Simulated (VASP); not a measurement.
**Mo: single point with PBE**

The system is Mo.

```
CELL_PARAMETERS angstrom
-3.14683 3.14683 3.14683
3.14683 -3.14683 3.14683
1.57342 1.57342 -1.57342
ATOMIC_POSITIONS crystal
Mo 0.02177 0.00340 0.03092
Mo 0.98325 0.49010 0.97883
Mo 0.50417 0.99667 0.97710
Mo 0.48820 0.50187 0.98347
```

```yaml
Program: VASP 6.6.1
Task: single point
Functional: PBE
Potentials_or_basis: VASP PAW PBE potentials, release 64 (Mo_sv)
Cutoff: 520 eV
k_mesh: 4 × 4 × 8
Occupations: fermi-dirac, width 0.08 eV
Spin: no spin polarisation
Dipole_correction: no
Further_INCAR_settings: ALGO = Normal; EDIFF = 1e-07; NBANDS = 36
```

```yaml
Pressure: 5.1 GPa
Largest_force: 1.333 eV/Å
Band_gap_on_the_k_mesh: zero (bands 28 and 29 overlap by 2.23 eV)
```

Forces in eV/Å, atoms in the order of the input:
```
Mo  -0.072 -1.243 -0.477
Mo   0.012  0.153  0.550
Mo   0.394  0.580 -0.455
Mo  -0.334  0.509  0.382
```

Stress tensor (GPa, compression positive):
```
 4.72 -0.15  0.40
-0.15  5.71  0.24
 0.40  0.24  5.00
```

Levels at points of the mesh, in eV from the Fermi level:
| k point | band 25 | band 26 | band 27 | band 28 | band 29 | band 30 | band 31 | band 32 |
| --- | --- | --- | --- | --- | --- | --- | --- | --- |
| (0.00, 0.00, 0.00) | -1.24 | -1.17 | 1.63 | 1.65 | 1.72 | 1.76 | 1.79 | 1.79 |
| (0.50, 0.00, 0.00) | -1.98 | -1.68 | -1.30 | -1.01 | 0.93 | 1.00 | 1.17 | 1.24 |
| (0.50, 0.50, 0.00) | -1.90 | -1.64 | -1.29 | -1.10 | 0.98 | 1.13 | 1.17 | 1.20 |
| (0.00, 0.50, 0.00) | -1.76 | -1.58 | -1.46 | -1.29 | 1.05 | 1.10 | 1.20 | 1.30 |
| (0.00, 0.00, 0.50) | 1.66 | 1.71 | 1.71 | 1.74 | 1.80 | 1.83 | 2.40 | 2.42 |
| (0.50, 0.00, 0.50) | -1.62 | -1.53 | -0.80 | -0.52 | 0.35 | 0.48 | 1.16 | 1.71 |
| (0.50, 0.50, 0.50) | -1.65 | -1.53 | -0.70 | -0.60 | 0.42 | 0.48 | 1.18 | 1.77 |
| (0.00, 0.50, 0.50) | -1.74 | -1.47 | -0.81 | -0.66 | 0.56 | 0.65 | 1.13 | 1.89 |

Run time: 94 s on 1 thread of AMD EPYC 9R45 96-Core Processor (Zen 5), on a shared host, peak memory 0.21 GiB.

Caveat: the cell stands under pressure; forces of over 1 eV/Å act on the atoms, so gaps and moduli don't describe the material at rest.
